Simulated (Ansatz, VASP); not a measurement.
**Two plane-wave programs on GaP**

```
Ga P
1.0
     2.09305    1.20842    5.54190
    -2.09305    1.20842    5.54190
     0.00000   -2.41685    5.54190
Ga P
2 2
Direct
  0.43537 0.43537 0.43537
  0.56463 0.56463 0.56463
  0.05739 0.05739 0.05739
  0.94261 0.94261 0.94261
```

Alike in both runs: task single point; functional LDA; k mesh 12 × 12 × 12; occupations gaussian, width 0.05 eV; no spin polarisation.

|  | VASP | Ansatz |
| --- | --- | --- |
| version | VASP 6.6.1 | Ansatz 0.2.0 |
| potentials or method | VASP PAW LDA potentials, release 64 (Ga_d, P), cutoff 520 eV | scalar-relativistic, plane waves, PAW |
| valence electrons in the cell | 36 | 36 |

Ansatz gave:

| Item | Value |
| --- | --- |
| gap on the k mesh at the Fermi level (eV) | none |
| pressure (GPa) | 4.9 |
| traceless stress, the component that is largest in VASP (GPa) | 33.49 |
| rms of the force components (eV/Å) | 2.623 |

Question: Which values does VASP return?

Answer: gap on the k mesh at the Fermi level (eV): none; pressure (GPa): 4.9; traceless stress, the component that is largest in VASP (GPa): 33.31; rms of the force components (eV/Å): 2.580.

LDA's correlation is that of Perdew and Zunger in VASP and of Perdew and Wang (1992) in Ansatz. Atom by atom the forces differ by 0.059 eV/Å (rms over components). A gap of «none» marks a metal or a gap that the smearing closes.
